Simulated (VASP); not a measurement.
A run of VASP 6.6.1 is set up as follows.

File INCAR:

```
SYSTEM = NbIn2S3
ALGO = Normal
EDIFF = 1E-6
ENCUT = 520
GGA = PE
ISIF = 2
ISMEAR = 0
LASPH = .True.
LCHARG = .False.
LREAL = .False.
LWAVE = .False.
NBANDS = 38
NELM = 80
PREC = Accurate
SIGMA = 0.1
```

KPOINTS

```
k-points
0
Gamma
  4 4 2
  0 0 0
```

File POSCAR:

```
NbIn2S3
1.0
    3.8663725600      0.0000000000      0.0000000000
    0.0000000000      3.8663725600      0.0000000000
    0.0000000000      0.0000000000      8.2082558700
Nb In S
1 2 3
Direct
    0.0000000000      0.0000000000      0.6251500200
    0.5000000000      0.5000000000      0.7286009800
    0.0000000000      0.0000000000      0.2702390000
    0.5000000000      0.0000000000      0.9985610200
    0.0000000000      0.5000000000      0.9985610200
    0.5000000000      0.5000000000      0.3788870000
```

Potentials or basis: VASP PAW PBE potentials, release 64 (Nb_sv, In_d, S).

Command:

```bash
$ cat potpaw_PBE.64/Nb_sv/POTCAR potpaw_PBE.64/In_d/POTCAR potpaw_PBE.64/S/POTCAR > POTCAR
$ mpirun -np 1 vasp_std > vasp.out
```

(1) What does it give for the pressure?

(2) Predict the largest force.

Results:

(1) 0.4 GPa.

(2) 1.388 eV/Å.

Caveat: the k points lie up to 0.41 Å⁻¹ apart; forces of over 1 eV/Å act on the atoms, so gaps and moduli don't describe the material at rest.
